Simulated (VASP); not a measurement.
# HfN (Fm-3m) in VASP: further runs

Aim: see how the results for HfN move with the level of theory and the settings. Levels: revPBE+D3(BJ), LDA. Tasks: relaxation of cell and atoms.

Program: VASP 6.6.1. These are calculated values, not measurements. Logs are shortened: lines on timing, memory, paths and dates and some standing lists are left out, and cuts for length are marked.

**1. The cell of the first run**

It takes space group Fm-3m (No. 225, cubic). Conventional cell: a = 4.512 Å, b = 4.512 Å, c = 4.512 Å, α = 90.00°, β = 90.00°, γ = 90.00°. Within 3.0 Å of Hf (site symmetry m-3m) lie 6 N at 2.26 Å. N (site symmetry m-3m) has 6 Hf at 2.26 Å within 3.0 Å.

**2. Relaxation of cell and atoms, revPBE+D3(BJ)**

Contents of INCAR:

```
SYSTEM = HfN
ALGO     = Normal         ! electronic algorithm
EDIFF    = 1E-7           ! SCF threshold, eV
EDIFFG   = -0.01          ! ionic threshold
ENCUT    = 600            ! plane-wave cutoff, eV
GGA      = RE             ! functional
IBRION   = 2              ! ionic algorithm
ISIF     = 3              ! what is computed and relaxed
ISMEAR   = 1              ! smearing method
IVDW     = 12             ! dispersion correction
LASPH    = .TRUE.         ! aspherical terms in the spheres
LCHARG   = .FALSE.        ! write CHGCAR
LREAL    = .FALSE.        ! projectors in reciprocal space
LWAVE    = .FALSE.        ! write WAVECAR
NELM     = 80             ! most SCF steps
NSW      = 80             ! ionic steps
PREC     = Accurate       ! precision mode
SIGMA    = 0.1            ! smearing width, eV
```

Contents of KPOINTS:

```
k-points
0
G
  10 10 10
  0 0 0
```

Contents of POSCAR:

```
HfN
1.0
    0.0000000000      2.2560000000      2.2560000000
    2.2560000000      0.0000000000      2.2560000000
    2.2560000000      2.2560000000      0.0000000000
Hf N
1 1
Direct
    0.0000000000      0.0000000000      0.0000000000
    0.5000000000      0.5000000000      0.5000000000
```

Potentials or basis: VASP PAW PBE potentials, release 64 (Hf_pv, N).

Launch:

```bash
> cat potpaw_PBE.64/Hf_pv/POTCAR potpaw_PBE.64/N/POTCAR > POTCAR
> mpirun -np 1 vasp_std > vasp.out
```

OUTCAR:

```text
SYSTEM = HfN
   EDIFF = 1E-7
   EDIFFG = -0.01
   ENCUT = 600
   GGA = RE
   IBRION = 2
   ISIF = 3
   ISMEAR = 1
   IVDW = 12
   LASPH = .TRUE.
   LREAL = .FALSE.
   NELM = 80
   NSW = 80
   PREC = Accurate
 IVDW          = 12

 ion  position               nearest neighbor table
   1  0.000  0.000  0.000-   2 2.26   2 2.26   2 2.26   2 2.26   2 2.26   2 2.26
   2  0.500  0.500  0.500-   1 2.26   1 2.26   1 2.26   1 2.26   1 2.26   1 2.26

  LATTYP: Found a face centered cubic cell.
 ALAT       =     4.5120000000

  Lattice vectors:

 A1 = (   0.0000000000,   2.2560000000,   2.2560000000)
 A2 = (   2.2560000000,   0.0000000000,   2.2560000000)
 A3 = (   2.2560000000,   2.2560000000,   0.0000000000)

Analysis of symmetry for initial positions (statically):
=====================================================================
 Subroutine PRICEL returns:
 Original cell was already a primitive cell.

 Routine SETGRP: Setting up the symmetry group for a
 face centered cubic supercell.

 Subroutine GETGRP returns: Found 48 space group operations
 (whereof 48 operations were pure point group operations)
 out of a pool of 48 trial point group operations.

The static configuration has the point symmetry O_h .

Analysis of symmetry for dynamics (positions and initial velocities):
=====================================================================
 Subroutine PRICEL returns:
 Original cell was already a primitive cell.

 Routine SETGRP: Setting up the symmetry group for a
 face centered cubic supercell.

 Subroutine GETGRP returns: Found 48 space group operations
 (whereof 48 operations were pure point group operations)
 out of a pool of 48 trial point group operations.

The dynamic configuration has the point symmetry O_h .

 Subroutine INISYM returns: Found 48 space group operations
 (whereof 48 operations are pure point group operations),
 and found     1 'primitive' translations

----------------------------------------------------------------------------------------

                                     Primitive cell

  volume of cell :      22.9640

  direct lattice vectors                    reciprocal lattice vectors
     0.000000000  2.256000000  2.256000000    -0.221631206  0.221631206  0.221631206
     2.256000000  0.000000000  2.256000000     0.221631206 -0.221631206  0.221631206
     2.256000000  2.256000000  0.000000000     0.221631206  0.221631206 -0.221631206

  length of vectors
     3.190465797  3.190465797  3.190465797     0.383876509  0.383876509  0.383876509

  position of ions in fractional coordinates (direct lattice)
     0.000000000  0.000000000  0.000000000
     0.500000000  0.500000000  0.500000000

  ion indices of the primitive-cell ions
   primitive index   ion index
                 1           1
                 2           2

----------------------------------------------------------------------------------------

 KPOINTS: k-points

Automatic generation of k-mesh.
 Grid dimensions read from file:
 generate k-points for:   10   10   10

 Generating k-lattice:

  Cartesian coordinates                     Fractional coordinates (reciprocal lattice)
    -0.022163121  0.022163121  0.022163121     0.100000000  0.000000000  0.000000000
     0.022163121 -0.022163121  0.022163121     0.000000000  0.100000000  0.000000000
     0.022163121  0.022163121 -0.022163121     0.000000000  0.000000000  0.100000000

  Length of vectors
     0.038387651  0.038387651  0.038387651

  Shift w.r.t. Gamma in fractional coordinates (k-lattice)
     0.000000000  0.000000000  0.000000000

 Subroutine IBZKPT returns following result:
 ===========================================

 Found     47 irreducible k-points:

 Following reciprocal coordinates:
            Coordinates               Weight
  0.000000  0.000000  0.000000      1.000000
  0.100000  0.000000  0.000000      8.000000
  0.200000  0.000000  0.000000      8.000000
  0.300000  0.000000  0.000000      8.000000
  0.400000  0.000000  0.000000      8.000000
  0.500000  0.000000  0.000000      4.000000
[... 16 lines left out ...]
  0.300000  0.300000  0.000000      6.000000
  0.400000  0.300000  0.000000     24.000000
 [... further k-points ...]
   k-points           NKPTS =     47   k-points in BZ     NKDIM =     47   number of bands    NBANDS=     11
   number of dos      NEDOS =    301   number of ions     NIONS =      2
   total plane-waves  NPLWV =  21952
   dimension x,y,z NGX =    28 NGY =   28 NGZ =   28
   dimension x,y,z NGXF=    56 NGYF=   56 NGZF=   56
   ions per type =               1   1
   NGX,Y,Z   is equivalent  to a cutoff of  14.59, 14.59, 14.59 a.u.
   NGXF,Y,Z  is equivalent  to a cutoff of  29.18, 29.18, 29.18 a.u.
 SYSTEM =  HfN
   PREC   = accura    normal or accurate (medium, high low for compatibility)
   ISTART =      0    job   : 0-new  1-cont  2-samecut
   ICHARG =      2    charge: 1-file 2-atom 10-const
   ISPIN  =      1    spin polarized calculation?
   LNONCOLLINEAR =      F non collinear calculations
   LSORBIT =      F    spin-orbit coupling
   LASPH  =      T    aspherical Exc in radial PAW
   ENCUT  =  600.0 eV  44.10 Ry    6.64 a.u.   6.37  6.37  6.37*2*pi/ulx,y,z
   NELM   =     80;   NELMIN=  2; NELMDL= -5     # of ELM steps
   EDIFF  = 0.1E-06   stopping-criterion for ELM
   LREAL  =      F    real-space projection
   EDIFFG = -.1E-01   stopping-criterion for IOM
   NSW    =     80    number of steps for IOM
   IBRION =      2    ionic relax: 0-MD 1-quasi-New 2-CG
   NFREE  =      1    steps in history (QN), initial steepest desc. (CG)
   ISIF   =      3    stress and relaxation
   ISYM   =      2    0-nonsym 1-usesym 2-fastsym
   POTIM  = 0.5000    time-step for ionic-motion
   TEBEG  =    0.0;   TEEND  =   0.0 temperature during run
   PSTRESS=    0.0 pullay stress
   NELECT =      15.0000    total number of electrons
   NUPDOWN=      -1.0000    fix difference up-down
   EMIN   =  10.00;   EMAX   =-10.00  energy-range for DOS
   EFERMI =   0.00;   METHOD = LEGACY
   ISMEAR =     1;   SIGMA  =   0.10  broadening in eV -4-tet -1-fermi 0-gaus
   EFERMI_NEDOS =   21; number of points for ismear=-14 and -15
   IALGO  =     38    algorithm
   IMIX   =      4    mixing-type and parameters
     AMIX     =   0.40;   BMIX     =  1.00
     AMIX_MAG =   1.60;   BMIX_MAG =  1.00
  volume/ion in A,a.u.               =      11.48        77.48
  Fermi-wavevector in a.u.,A,eV,Ry     =   1.420440  2.684242 27.451783  2.017649
  Thomas-Fermi vector in A             =   2.541355
   LORBIT       =      0    0 simple, 1 ext, 2 COOP (PROOUT), +10 PAW based schemes
   GGA     = RE    functional components
   LHFCALC =     F    Hartree Fock is set to
   AEXX    =    0.0000 exact exchange contribution
   IVDW    =    12    specifies the selected vdW correction
   LEPSILON=     F    determine dielectric tensor
   LRPA    =     F    only Hartree local field effects (RPA)
 conjugate gradient relaxation of ions
 non-spin polarized calculation
 Methfessel and Paxton  Order N= 1 SIGMA  =   0.10
  energy-cutoff  :      600.00
  volume of cell :       22.96
 maximum number of plane-waves:       785
 NGX is ok and might be reduce to    28
   NGX = 13   NGY = 13   NGZ = 13

--------------------------------------- Ionic step        1  -------------------------------------------

 number of electron      15.0000002 magnetization

 Free energy of the ion-electron system (eV)
  ---------------------------------------------------
  ext. energy  EPLUGINS =         0.00000000
  ---------------------------------------------------
  free energy    TOTEN  =       -20.92578500 eV

  energy without entropy =      -20.92495906  energy(sigma->0) =      -20.92550968

------------------------ aborting loop because EDIFF is reached ----------------------------------------

 Edisp (eV)   -1.42638

 E8    (eV) :    -1.0184

  FORCE on cell =-STRESS in cart. coord.  units (eV):
  Direction    XX          YY          ZZ          XY          YZ          ZX
  --------------------------------------------------------------------------------------
  -------------------------------------------------------------------------------------
  Total      -0.44842    -0.44842    -0.44842     0.00000    -0.00000     0.00000
  in kB     -31.28557   -31.28557   -31.28557     0.00000    -0.00000     0.00000
  external pressure =      -31.29 kB  Pullay stress =        0.00 kB
[... 61 lines left out ...]
  energy  without entropy=      -22.3446005168  energy(sigma->0) =      -22.34515540

--------------------------------------- Ionic step        3  -------------------------------------------

 number of electron      15.0000002 magnetization

 Free energy of the ion-electron system (eV)
  ---------------------------------------------------
  ext. energy  EPLUGINS =         0.00000000
  ---------------------------------------------------
  free energy    TOTEN  =       -20.91112888 eV

  energy without entropy =      -20.91029864  energy(sigma->0) =      -20.91085213

 E-fermi :   8.6549     XC(G=0): -12.7602

 val. band max:        8.6123425276   @ k =  -0.4000   0.3000   0.0000
 cond. band min:       8.6677430217   @ k =  -0.1000   0.1000   0.0000
 fundamental gap:      0.0554004942
 Fermi energy:         8.6548856177

 k-point     1 :       0.0000    0.0000    0.0000
  band No.  band energies     occupation
      1     -22.5094      2.00000
      2     -22.5094      2.00000
      3     -22.5094      2.00000
      4      -9.0533      2.00000
      5       5.5464      2.00000
      6       5.5464      2.00000
      7       5.5464      2.00000
      8       8.2715      2.00000
      9       8.2715      2.00000
     10       8.2715      2.00000
     11      10.5337     -0.00000
[... 309 lines left out ...]
 k-point    24 :       0.4000    0.3000    0.0000
  band No.  band energies     occupation
      1     -23.2177      2.00000
      2     -22.7860      2.00000
      3     -22.7555      2.00000
      4      -7.6443      2.00000
      5       1.9517      2.00000
      6       3.9498      2.00000
      7       4.4401      2.00000
      8       6.1043      2.00000
      9      12.7877      0.00000
     10      13.3007      0.00000
     11      13.4700      0.00000

 [... further k-points ...]

------------------------ aborting loop because EDIFF is reached ----------------------------------------

 Edisp (eV)   -1.44359

 E8    (eV) :    -1.0308

  FORCE on cell =-STRESS in cart. coord.  units (eV):
  Direction    XX          YY          ZZ          XY          YZ          ZX
  --------------------------------------------------------------------------------------
  -------------------------------------------------------------------------------------
  Total      -0.00060    -0.00060    -0.00060     0.00000     0.00000     0.00000
  in kB      -0.04200    -0.04200    -0.04200     0.00000     0.00000     0.00000
  external pressure =       -0.04 kB  Pullay stress =        0.00 kB
[... 17 lines left out ...]
  FREE ENERGIE OF THE ION-ELECTRON SYSTEM (eV)
  ---------------------------------------------------
  free  energy   TOTEN  =       -22.3547219277 eV

  energy  without entropy=      -22.3538916827  energy(sigma->0) =      -22.35444518

 reached required accuracy - stopping structural energy minimisation
```

Run time: 47 s. Hardware: 1 thread of AMD EPYC 9R45 (Zen 5), shared host; peak memory 0.15 GiB.

Results:

```
Free energy                            : -22.3547 eV
Relaxed volume                         : 11.35 Å³/atom
Relaxed cell                           : a = 3.178 Å, b = 3.178 Å, c = 3.178 Å, α = 60.00°, β = 60.00°, γ = 60.00°
Space group after relaxing (to 0.05 Å) : Fm-3m (No. 225)
Energy gained by relaxing              : 1.3 meV/atom
Ionic steps                            : 3
Pressure after relaxing                : 0.0 GPa
Dispersion energy per atom             : -0.722 eV
```

Step by step:
```tsv
step	energy change (eV)	largest force (eV/Å)	pressure (GPa)	volume (Å³)
1	0.0000	0.0000	-3.13	22.96
2	0.0067	0.0000	6.36	22.23
3	-0.0026	0.0000	0.00	22.71
```

Final structure:
```
Hf N
1.0
     0.00000    2.24754    2.24754
     2.24754    0.00000    2.24754
     2.24754    2.24754    0.00000
Hf N
1 1
Direct
  0.00000 0.00000 0.00000
  0.50000 0.50000 0.50000
```

Caveat: the PAW data sets were made with another functional, which shifts forces and pressure a little; spin-orbit coupling is left out, which moves the levels of the heavy elements; pairwise dispersion overbinds metals, which lowers pressure and volume.

**3. Relaxation of cell and atoms, LDA**

Contents of INCAR:

```
ALGO     = Normal         # electronic algorithm
EDIFF    = 1E-6           # SCF threshold, eV
EDIFFG   = -0.01          # ionic threshold
ENCUT    = 600            # plane-wave cutoff, eV
IBRION   = 2              # ionic algorithm
ISIF     = 3              # what is computed and relaxed
ISMEAR   = 1              # smearing method
LASPH    = T              # aspherical terms in the spheres
LCHARG   = F              # write CHGCAR
LREAL    = F              # projectors in reciprocal space
LWAVE    = F              # write WAVECAR
NELM     = 100            # most SCF steps
NSW      = 80             # ionic steps
PREC     = Accurate       # precision mode
SIGMA    = 0.1            # smearing width, eV
```

Contents of KPOINTS:

```
k-points
0
Gamma
  10 10 10
```

POSCAR is that of step 2.

Potentials or basis: VASP PAW LDA potentials, release 64 (Hf_pv, N).

Launch:

```bash
> cat potpaw_LDA.64/Hf_pv/POTCAR potpaw_LDA.64/N/POTCAR > POTCAR
> mpirun -np 1 vasp_std > vasp.out
```

Run time: 44 s. Hardware: 1 thread of AMD EPYC 9R45 (Zen 5), shared host; peak memory 0.13 GiB.

It converged, with:

- Free energy: -23.8643 eV
- Relaxed volume: 11.10 Å³/atom
- Relaxed cell: a = 3.155 Å, b = 3.155 Å, c = 3.155 Å, α = 60.00°, β = 60.00°, γ = 60.00°
- Space group after relaxing (to 0.05 Å): Fm-3m (No. 225)
- Energy gained by relaxing: 11.7 meV/atom
- Ionic steps: 4
- Pressure after relaxing: 0.0 GPa

The path:
| step | energy change (eV) | largest force (eV/Å) | pressure (GPa) | volume (Å³) |
| --- | --- | --- | --- | --- |
| 1 | 0.0000 | 0.0000 | -9.58 | 22.96 |
| 2 | 0.0789 | 0.0000 | 24.04 | 20.76 |
| 3 | -0.0234 | 0.0000 | -0.24 | 22.22 |
| 4 | -0.0234 | 0.0000 | -0.02 | 22.21 |

Final structure:
```
Hf N
1.0
     0.00000    2.23094    2.23094
     2.23094    0.00000    2.23094
     2.23094    2.23094    0.00000
Hf N
1 1
Direct
  0.00000 0.00000 0.00000
  0.50000 0.50000 0.50000
```

Levels at points of the mesh, in eV from the Fermi level:
```
           k point  band 6  band 7  band 8  band 9  band 10  band 11
(0.00, 0.00, 0.00)   -3.03   -3.03   -0.44   -0.44    -0.44     1.98
(0.50, 0.00, 0.00)   -6.38   -6.38    3.42    3.84     3.84     4.73
(0.50, 0.50, 0.00)   -4.02   -3.65   -3.65    4.23     5.77     5.77
```

Caveat: spin-orbit coupling is left out, which moves the levels of the heavy elements. LDA usually gives volumes a few per cent too small.
